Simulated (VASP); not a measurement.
Here is a VASP 6.6.1 calculation.

POSCAR

```
KSc
1.0
    5.9104166893      0.0000000000      0.0000000000
    0.0000000000      5.9104166893      0.0000000000
    0.0000000000      0.0000000000      5.9104166893
K Sc
4 4
Direct
    0.1340000000      0.1340000000      0.1340000000
    0.3660000000      0.8660000000      0.6340000000
    0.6340000000      0.3660000000      0.8660000000
    0.8660000000      0.6340000000      0.3660000000
    0.8445000000      0.8445000000      0.8445000000
    0.6555000000      0.1555000000      0.3445000000
    0.3445000000      0.6555000000      0.1555000000
    0.1555000000      0.3445000000      0.6555000000
```

Contents of INCAR.step1:

```
PREC = Accurate
ENCUT = 520
ISMEAR = 0
SIGMA = 0.1
LREAL = False
LASPH = True
NELM = 100
NBANDS = 50
GGA = PE
ALGO = Normal
EDIFF = 1E-4
LWAVE = True
LCHARG = False
```

File INCAR.step2:

```
PREC = Accurate
ENCUT = 520
EDIFF = 1E-6
ISMEAR = 0
SIGMA = 0.1
LREAL = False
LASPH = True
NELM = 100
ALGO = Normal
ISIF = 2
LWAVE = False
LCHARG = True
METAGGA = R2SCAN
LMIXTAU = True
LELF = True
LVHAR = True
NBANDS = 50
ISTART = 1
```

Contents of KPOINTS:

```
Automatic mesh
0
Gamma
  4 4 4
```

Potentials or basis: VASP PAW PBE potentials, release 64 (K_sv, Sc_sv).

Run with:

```bash
$ cat potpaw_PBE.64/K_sv/POTCAR potpaw_PBE.64/Sc_sv/POTCAR > POTCAR
$ cp INCAR.step1 INCAR
$ mpirun -np 1 vasp_std > vasp.out
$ cp INCAR.step2 INCAR
$ mpirun -np 1 vasp_std > vasp.out
```

**Question.** Predict the pressure.

**Answer.** 11.5 GPa.

**Question.** Estimate the largest force.

**Answer.** 0.724 eV/Å.

Forces on the atoms (eV/Å):
```
K    0.418  0.418  0.418
K   -0.418 -0.418  0.418
K    0.418 -0.418 -0.418
K   -0.418  0.418 -0.418
Sc   0.248  0.248  0.248
Sc  -0.248 -0.248  0.248
Sc   0.248 -0.248 -0.248
Sc  -0.248  0.248 -0.248
```

Caveat: the cell stands under pressure; the PAW data sets were made with another functional, which shifts forces and pressure a little.
